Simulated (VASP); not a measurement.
# BN (Cmm2) in VASP: single point with PBE+D3(BJ)

Aim: the single point of BN with PBE+D3(BJ).

Program: VASP 6.6.1. These are calculated values, not measurements. Logs are shortened: lines on timing, memory, paths and dates and some standing lists are left out, and cuts for length are marked.

## Step 1: The cell of the first run

It takes space group Cmm2 (No. 35, orthorhombic). Conventional cell: a = 2.508 Å, b = 6.679 Å, c = 8.925 Å, α = 90.00°, β = 90.00°, γ = 90.00°. B (site symmetry mm2) has 3 N at 1.45 Å within 1.9 Å. B (site symmetry mm2) has 3 N at 1.45 to 1.70 Å within 1.9 Å. Within 1.9 Å of B (site symmetry mm2) lie 3 N at 1.45 Å. Within 1.9 Å of B (site symmetry mm2) lie 3 N at 1.45 Å. Within 1.9 Å of N (site symmetry mm2) lie 3 B at 1.45 Å. Within 1.9 Å of N (site symmetry mm2) lie 3 B at 1.45 Å. N (site symmetry mm2) has 3 B at 1.45 Å within 1.9 Å. Within 1.9 Å of N (site symmetry mm2) lie 3 B at 1.45 to 1.70 Å.

## Step 2: Single point, PBE+D3(BJ) (the distance across one plane changed)

The input, INCAR:

```
SYSTEM = BN
PREC = Accurate
ENCUT = 520
EDIFF = 1E-6
ISMEAR = 0
SIGMA = 0.05
LREAL = .False.
LASPH = .True.
NELM = 80
ALGO = Normal
ISIF = 2
LWAVE = .False.
LCHARG = .False.
GGA = PE
IVDW = 12
NBANDS = 26
ISYM = 0
```

The input, KPOINTS:

```
Automatic mesh
0
Gamma
  7 9 3
  0 0 0
```

The input, POSCAR:

```
BN
1.0
    1.2538424667     -3.3394821656      0.0000000000
    2.5076849335      0.0000000000      0.0000000000
    0.0000000000      0.0000000000      8.9253276438
B N
4 4
Direct
    0.0000000000      0.0000000000      0.8100110603
    0.0000000000      0.5000000000      0.0810186924
    0.0000000000      0.0000000000      0.3240161484
    0.0000000000      0.5000000000      0.5670136043
    0.0000000000      0.0000000000      0.1619301592
    0.0000000000      0.5000000000      0.4049276151
    0.0000000000      0.0000000000      0.6479250710
    0.0000000000      0.5000000000      0.8909225270
```

Potentials or basis: VASP PAW PBE potentials, release 64 (B, N).

Launch:

```
$ cat potpaw_PBE.64/B/POTCAR potpaw_PBE.64/N/POTCAR > POTCAR
$ mpirun -np 1 vasp_std > vasp.out
```

OUTCAR:

```text
SYSTEM = BN
   PREC = Accurate
   ENCUT = 520
   EDIFF = 1E-6
   ISMEAR = 0
   LREAL = .False.
   LASPH = .True.
   NELM = 80
   ISIF = 2
   GGA = PE
   IVDW = 12
   ISYM = 0
 IVDW          = 12

 ion  position               nearest neighbor table
   1  0.000  0.000  0.810-   7 1.45   8 1.45   8 1.45
   2  0.000  0.500  0.081-   5 1.45   5 1.45   8 1.70
   3  0.000  0.000  0.324-   5 1.45   6 1.45   6 1.45
   4  0.000  0.500  0.567-   6 1.45   7 1.45   7 1.45
   5  0.000  0.000  0.162-   3 1.45   2 1.45   2 1.45
   6  0.000  0.500  0.405-   4 1.45   3 1.45   3 1.45
   7  0.000  0.000  0.648-   1 1.45   4 1.45   4 1.45
   8  0.000  0.500  0.891-   1 1.45   1 1.45   2 1.70

IMPORTANT INFORMATION: All symmetrisations will be switched off!
NOSYMM: (Re-)initialisation of all symmetry stuff for point group C_1.

----------------------------------------------------------------------------------------

                                     Primitive cell

  volume of cell :      74.7440

  direct lattice vectors                    reciprocal lattice vectors
     1.253842467 -3.339482166  0.000000000     0.000000000 -0.299447624  0.000000000
     2.507684934  0.000000000  0.000000000     0.398774179  0.149723812  0.000000000
     0.000000000  0.000000000  8.925327644     0.000000000  0.000000000  0.112040705

  length of vectors
     3.567108362  2.507684934  8.925327644     0.299447624  0.425955474  0.112040705

  position of ions in fractional coordinates (direct lattice)
     0.000000000  0.000000000  0.810011060
     0.000000000  0.500000000  0.081018692
     0.000000000  0.000000000  0.324016148
     0.000000000  0.500000000  0.567013604
     0.000000000  0.000000000  0.161930159
     0.000000000  0.500000000  0.404927615
     0.000000000  0.000000000  0.647925071
     0.000000000  0.500000000  0.890922527

  ion indices of the primitive-cell ions
   primitive index   ion index
                 1           1
                 2           2
                 3           3
                 4           4
                 5           5
                 6           6
                 7           7
                 8           8

----------------------------------------------------------------------------------------

 KPOINTS: Automatic mesh

Automatic generation of k-mesh.
 Grid dimensions read from file:
 generate k-points for:    7    9    3

 Generating k-lattice:

  Cartesian coordinates                     Fractional coordinates (reciprocal lattice)
     0.000000000 -0.042778232  0.000000000     0.142857143  0.000000000  0.000000000
     0.044308242  0.016635979  0.000000000     0.000000000  0.111111111  0.000000000
     0.000000000  0.000000000  0.037346902     0.000000000  0.000000000  0.333333333

  Length of vectors
     0.042778232  0.047328386  0.037346902

  Shift w.r.t. Gamma in fractional coordinates (k-lattice)
     0.000000000  0.000000000  0.000000000

 -----------------------------------------------------------------------------
|                                                                             |
|           W    W    AA    RRRRR   N    N  II  N    N   GGGG   !!!           |
|           W    W   A  A   R    R  NN   N  II  NN   N  G    G  !!!           |
|           W    W  A    A  R    R  N N  N  II  N N  N  G       !!!           |
|           W WW W  AAAAAA  RRRRR   N  N N  II  N  N N  G  GGG   !            |
|           WW  WW  A    A  R   R   N   NN  II  N   NN  G    G                |
|           W    W  A    A  R    R  N    N  II  N    N   GGGG   !!!           |
|                                                                             |
|     Your reciprocal lattice and k-lattice belong to different lattice       |
|     classes:                                                                |
|                                                                             |
|        The reciprocal lattice is base centered orthorhombic,                |
|        whereas your k-lattice is simple monoclinic.                         |
|                                                                             |
|     Results are often still useful ...                                      |
|                                                                             |
 -----------------------------------------------------------------------------

 WARNING: IBZKPT: internal override: KBLOWUP is changed to .FALSE.
      ... skipping the blow-up phase ...

 Subroutine IBZKPT returns following result:
 ===========================================

 Found     95 irreducible k-points:

 Following reciprocal coordinates:
            Coordinates               Weight
  0.000000  0.000000  0.000000      1.000000
  0.142857  0.000000  0.000000      2.000000
  0.285714  0.000000  0.000000      2.000000
  0.428571  0.000000  0.000000      2.000000
  0.000000  0.111111  0.000000      2.000000
  0.142857  0.111111  0.000000      2.000000
[... 16 lines left out ...]
 -0.428571  0.333333  0.000000      2.000000
 -0.285714  0.333333  0.000000      2.000000
 [... further k-points ...]
   k-points           NKPTS =     95   k-points in BZ     NKDIM =     95   number of bands    NBANDS=     26
   number of dos      NEDOS =    301   number of ions     NIONS =      8
   total plane-waves  NPLWV =  39200
   dimension x,y,z NGX =    28 NGY =   20 NGZ =   70
   dimension x,y,z NGXF=    56 NGYF=   40 NGZF=  140
   ions per type =               4   4
   NGX,Y,Z   is equivalent  to a cutoff of  13.05, 13.26, 13.04 a.u.
   NGXF,Y,Z  is equivalent  to a cutoff of  26.10, 26.52, 26.08 a.u.
 SYSTEM =  BN
   PREC   = accura    normal or accurate (medium, high low for compatibility)
   ISTART =      0    job   : 0-new  1-cont  2-samecut
   ICHARG =      2    charge: 1-file 2-atom 10-const
   ISPIN  =      1    spin polarized calculation?
   LNONCOLLINEAR =      F non collinear calculations
   LSORBIT =      F    spin-orbit coupling
   LASPH  =      T    aspherical Exc in radial PAW
   ENCUT  =  520.0 eV  38.22 Ry    6.18 a.u.   6.63  4.66 16.60*2*pi/ulx,y,z
   NELM   =     80;   NELMIN=  2; NELMDL= -5     # of ELM steps
   EDIFF  = 0.1E-05   stopping-criterion for ELM
   LREAL  =      F    real-space projection
   EDIFFG = 0.1E-04   stopping-criterion for IOM
   NSW    =      0    number of steps for IOM
   IBRION =     -1    ionic relax: 0-MD 1-quasi-New 2-CG
   NFREE  =      0    steps in history (QN), initial steepest desc. (CG)
   ISIF   =      2    stress and relaxation
   ISYM   =      0    0-nonsym 1-usesym 2-fastsym
   POTIM  = 0.5000    time-step for ionic-motion
   TEBEG  =    0.0;   TEEND  =   0.0 temperature during run
   PSTRESS=    0.0 pullay stress
   NELECT =      32.0000    total number of electrons
   NUPDOWN=      -1.0000    fix difference up-down
   EMIN   =  10.00;   EMAX   =-10.00  energy-range for DOS
   EFERMI =   0.00;   METHOD = LEGACY
   ISMEAR =     0;   SIGMA  =   0.05  broadening in eV -4-tet -1-fermi 0-gaus
   EFERMI_NEDOS =   21; number of points for ismear=-14 and -15
   IALGO  =     38    algorithm
   IMIX   =      4    mixing-type and parameters
     AMIX     =   0.40;   BMIX     =  1.00
     AMIX_MAG =   1.60;   BMIX_MAG =  1.00
  volume/ion in A,a.u.               =       9.34        63.05
  Fermi-wavevector in a.u.,A,eV,Ry     =   1.233861  2.331658 20.713670  1.522412
  Thomas-Fermi vector in A             =   2.368574
   LORBIT       =      0    0 simple, 1 ext, 2 COOP (PROOUT), +10 PAW based schemes
   GGA     = PE    functional components
   LHFCALC =     F    Hartree Fock is set to
   AEXX    =    0.0000 exact exchange contribution
   IVDW    =    12    specifies the selected vdW correction
   LEPSILON=     F    determine dielectric tensor
   LRPA    =     F    only Hartree local field effects (RPA)
 non-spin polarized calculation
 Gauss-broadening in eV      SIGMA  =   0.05
  energy-cutoff  :      520.00
  volume of cell :       74.74
 maximum number of plane-waves:      2043
   NGX = 13   NGY =  9   NGZ = 33

 number of electron      31.9999996 magnetization

 Free energy of the ion-electron system (eV)
  ---------------------------------------------------
  ext. energy  EPLUGINS =         0.00000000
  ---------------------------------------------------
  free energy    TOTEN  =       -69.63766464 eV

  energy without entropy =      -69.63766464  energy(sigma->0) =      -69.63766464

 E-fermi :   2.6564     XC(G=0):  -9.9392

 val. band max:        2.4234977841   @ k =   0.1429   0.3333   0.0000
 cond. band min:       5.8150142780   @ k =   0.4286   0.0000   0.0000
 fundamental gap:      3.3915164939
 Fermi energy:         2.6563872664

 k-point     1 :       0.0000    0.0000    0.0000
  band No.  band energies     occupation
      1     -15.7829      2.00000
      2     -14.7551      2.00000
      3     -14.1056      2.00000
      4     -12.3852      2.00000
      5      -6.8999      2.00000
      6      -3.4627      2.00000
[... 18 lines left out ...]
     25      13.3350      0.00000
     26      13.5661      0.00000

 k-point     2 :       0.1429    0.0000    0.0000
  band No.  band energies     occupation
      1     -15.7339      2.00000
      2     -14.7117      2.00000
      3     -14.0619      2.00000
      4     -12.3530      2.00000
      5      -6.8508      2.00000
      6      -3.4385      2.00000
[... 18 lines left out ...]
     25      13.4510      0.00000
     26      13.7876      0.00000

 k-point     3 :       0.2857    0.0000    0.0000
  band No.  band energies     occupation
      1     -15.6200      2.00000
      2     -14.6110      2.00000
      3     -13.9607      2.00000
      4     -12.2793      2.00000
      5      -6.7362      2.00000
      6      -3.4344      2.00000
[... 18 lines left out ...]
     25      13.7690      0.00000
     26      13.8975      0.00000

 k-point     4 :       0.4286    0.0000    0.0000
  band No.  band energies     occupation
      1     -15.5244      2.00000
      2     -14.5271      2.00000
      3     -13.8763      2.00000
      4     -12.2181      2.00000
      5      -6.6394      2.00000
      6      -4.0341      2.00000
[... 18 lines left out ...]
     25      13.7152      0.00000
     26      14.0289      0.00000

 k-point     5 :       0.0000    0.1111    0.0000
  band No.  band energies     occupation
      1     -15.5978      2.00000
      2     -14.5834      2.00000
      3     -13.9389      2.00000
      4     -12.2573      2.00000
      5      -6.7423      2.00000
      6      -3.5344      2.00000
[... 18 lines left out ...]
     25      13.6738      0.00000
     26      13.9944      0.00000

 k-point     6 :       0.1429    0.1111    0.0000
  band No.  band energies     occupation
      1     -15.5868      2.00000
      2     -14.5737      2.00000
      3     -13.9291      2.00000
      4     -12.2502      2.00000
      5      -6.7315      2.00000
      6      -3.5301      2.00000
[... 427 lines left out ...]
 k-point    21 :       0.2857    0.3333    0.0000
  band No.  band energies     occupation
      1     -14.2632      2.00000
      2     -13.4230      2.00000
      3     -12.8579      2.00000
      4     -11.6283      2.00000
      5      -6.0299      2.00000
      6      -5.5724      2.00000
[... 18 lines left out ...]
     25      13.6517      0.00000
     26      14.1548      0.00000

 k-point    22 :       0.4286    0.3333    0.0000
  band No.  band energies     occupation
      1     -14.1805      2.00000
      2     -13.3578      2.00000
      3     -12.7979      2.00000
      4     -11.5948      2.00000
      5      -6.0420      2.00000
      6      -5.5729      2.00000
[... 18 lines left out ...]
     25      14.0328      0.00000
     26      14.7324      0.00000

 k-point    23 :      -0.4286    0.3333    0.0000
  band No.  band energies     occupation
      1     -14.1011      2.00000
      2     -13.2958      2.00000
      3     -12.7412      2.00000
      4     -11.5625      2.00000
      5      -6.0517      2.00000
      6      -5.5753      2.00000
[... 18 lines left out ...]
     25      14.2692      0.00000
     26      15.7485      0.00000

 k-point    24 :      -0.2857    0.3333    0.0000
  band No.  band energies     occupation
      1     -14.0872      2.00000
      2     -13.2850      2.00000
      3     -12.7314      2.00000
      4     -11.5568      2.00000
      5      -6.0531      2.00000
      6      -5.5756      2.00000
[... 18 lines left out ...]
     25      14.3771      0.00000
     26      15.5358      0.00000

 [... further k-points ...]

------------------------ aborting loop because EDIFF is reached ----------------------------------------

 Edisp (eV)   -1.08895

 E8    (eV) :    -0.3189

  FORCE on cell =-STRESS in cart. coord.  units (eV):
  Direction    XX          YY          ZZ          XY          YZ          ZX
  --------------------------------------------------------------------------------------
  -------------------------------------------------------------------------------------
  Total      -0.81296     0.02976    -8.00597    -0.00032     0.00000    -0.00000
  in kB     -17.42624     0.63794  -171.61235    -0.00685     0.00002    -0.00002
  external pressure =      -62.80 kB  Pullay stress =        0.00 kB

 VOLUME and BASIS-vectors are now :
 -----------------------------------------------------------------------------
  energy-cutoff  :      520.00
  volume of cell :       74.74
      direct lattice vectors                 reciprocal lattice vectors
     1.253842467 -3.339482166  0.000000000     0.000000000 -0.299447624  0.000000000
     2.507684934  0.000000000  0.000000000     0.398774179  0.149723812  0.000000000
     0.000000000  0.000000000  8.925327644     0.000000000  0.000000000  0.112040705

 POSITION                                       TOTAL-FORCE (eV/Angst)
 -----------------------------------------------------------------------------------
      0.00000      0.00000      7.22961         0.000000     -0.000000      1.220025
      1.25384      0.00000      0.72312         0.000000     -0.000000     -3.608564
      0.00000      0.00000      2.89195         0.000000      0.000000      0.530046
      1.25384      0.00000      5.06078         0.000000      0.000000      0.491174
      0.00000      0.00000      1.44528        -0.000000      0.000000     -1.197449
      1.25384      0.00000      3.61411         0.000000      0.000000     -0.496398
      0.00000      0.00000      5.78294        -0.000001     -0.000000     -0.520732
      1.25384      0.00000      7.95178         0.000000     -0.000000      3.581898
 -----------------------------------------------------------------------------------
    total drift:                               -0.000000      0.000001      0.000838

  FREE ENERGIE OF THE ION-ELECTRON SYSTEM (eV)
  ---------------------------------------------------
  free  energy   TOTEN  =       -70.7266131982 eV

  energy  without entropy=      -70.7266131982  energy(sigma->0) =      -70.72661320
```

Run time: 2.9 min. Hardware: 1 thread of Intel Xeon 8259CL, shared host; peak memory 0.28 GiB.

Results:

```yaml
Free_energy: -70.7266 eV
Pressure: -6.3 GPa
Largest_force: 3.609 eV/Å
Band_gap_on_the_k_mesh: 3.39 eV
Dispersion_energy_per_atom: -0.136 eV
```

Forces in eV/Å, atoms in the order of the input:
```
B    0.000  0.000  1.220
B    0.000  0.000 -3.609
B    0.000  0.000  0.530
B    0.000  0.000  0.491
N    0.000  0.000 -1.197
N    0.000  0.000 -0.496
N    0.000  0.000 -0.521
N    0.000  0.000  3.582
```

Stress tensor (GPa, compression positive):
```
 -1.74   0.00   0.00
  0.00   0.06   0.00
  0.00   0.00 -17.16
```

Caveat: the cell differs from its parent crystal (the distance across one plane changed); the stress differs along the axes, from -17 to 0 GPa; forces of over 1 eV/Å act on the atoms, so gaps and moduli don't describe the material at rest. A k mesh can miss the band edges.
